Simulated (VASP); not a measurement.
Here is a VASP 6.6.1 calculation.

The input INCAR:

```
SYSTEM = Mg
PREC = Accurate ; ENCUT = 600
EDIFF = 1E-6 ; ISMEAR = 0
SIGMA = 0.15 ; LREAL = .FALSE.
LASPH = .TRUE. ; NELM = 60
ALGO = Normal ; ISIF = 3
LWAVE = .FALSE. ; LCHARG = .FALSE.
GGA = CA ; IBRION = 2
NSW = 80 ; EDIFFG = -0.01
PSTRESS = 100.0
```

KPOINTS

```
regular mesh
0
G
  11 11 11
  0 0 0
```

The input POSCAR:

```
Mg
1.0
   -1.4765000000      1.4765000000      1.4765000000
    1.4765000000     -1.4765000000      1.4765000000
    1.4765000000      1.4765000000     -1.4765000000
Mg
1
Direct
    0.0000000000      0.0000000000      0.0000000000
```

Potentials or basis: VASP PAW LDA potentials, release 64 (Mg).

Command:

```bash
$ cat potpaw_LDA.64/Mg/POTCAR > POTCAR
$ mpirun -np 1 vasp_std > vasp.out
```

Q: Predict the relaxed cell.

A: a = 2.856 Å, b = 2.856 Å, c = 2.856 Å, α = 109.47°, β = 109.47°, γ = 109.47°.

Q: Predict the band gap on the k mesh.

A: Zero (band 1 reaches 6.38 eV, above the bottom of band 2 at 3.16 eV).

Q: Estimate the space group after relaxing (to 0.05 Å).

A: Im-3m (No. 229).

Q: What does it give for the relaxed volume?

A: 17.94 Å³/atom.

Final structure:
```
CELL_PARAMETERS angstrom
-1.64909 1.64909 1.64909
1.64909 -1.64909 1.64909
1.64909 1.64909 -1.64909
ATOMIC_POSITIONS crystal
Mg 0.00000 0.00000 0.00000
```

Caveat: the cell is relaxed towards a set pressure, so the enthalpy falls and the energy may rise; the volume moved by over 15 % at a fixed basis, so the end points are rough.
